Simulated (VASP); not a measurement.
## Mg: single point with r2SCAN

The system is Mg.

```
CELL_PARAMETERS angstrom
-1.76843 1.76843 1.76843
1.76843 -1.76843 1.76843
1.76843 1.76843 -1.76843
ATOMIC_POSITIONS crystal
Mg 0.00000 0.00000 0.00000
```

```yaml
Program: VASP 6.6.1
Task: single point
Functional: r2SCAN
Potentials_or_basis: VASP PAW PBE potentials, release 64 (Mg)
Cutoff: 660 eV
k_mesh: 7 × 7 × 7
Occupations: fermi-dirac, width 0.1 eV
Spin: no spin polarisation
```

- Pressure: 0.4 GPa
- Band gap on the k mesh: zero (band 1 reaches 4.39 eV, above the bottom of band 2 at 2.37 eV)

Levels at points of the mesh, in eV from the Fermi level:
```
           k point  band 1  band 2  band 3  band 4
(0.00, 0.00, 0.00)   -7.43   14.30   14.30   14.30
```

It took 11 s on 1 thread of Intel(R) Xeon(R) 6975P-C (Granite Rapids) (shared host), peak memory 0.15 GiB.

Caveat: the PAW data sets were made with another functional, which shifts forces and pressure a little.
